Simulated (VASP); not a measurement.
Input of a VASP 6.6.1 run:

Contents of INCAR:

```
SYSTEM = Ir
PREC = Accurate ; ENCUT = 520
EDIFF = 1E-6 ; ISMEAR = -1
SIGMA = 0.05 ; LREAL = .False.
LASPH = .True. ; NELM = 150
ALGO = Normal ; ISIF = 2
LWAVE = .False. ; LCHARG = .False.
MAGMOM = 0 0 0 ; LORBIT = 11
LSORBIT = .True. ; GGA_COMPAT = .False.
LORBMOM = .True. ; LMAXMIX = 4
NBANDS = 20
```

KPOINTS

```
Automatic mesh
0
Gamma
  9 9 9
  0 0 0
```

POSCAR

```
Ir
1.0
    0.0000000000      1.9057139813      1.9057139813
    1.9057139813      0.0000000000      1.9057139813
    1.9057139813      1.9057139813      0.0000000000
Ir
1
Direct
    0.0000000000      0.0000000000      0.0000000000
```

Potentials or basis: VASP PAW LDA potentials, release 64 (Ir).

Command:

```bash
$ cat potpaw_LDA.64/Ir/POTCAR > POTCAR
$ mpirun -np 1 vasp_ncl > vasp.out
```

Question: Estimate the pressure.

Answer: 3.0 GPa.

Question: Predict the net moment.

Answer: 0.00 μB per cell.

Moments on the atoms (μB; x, y, z):
```
Ir  0.00 0.00 0.00
```
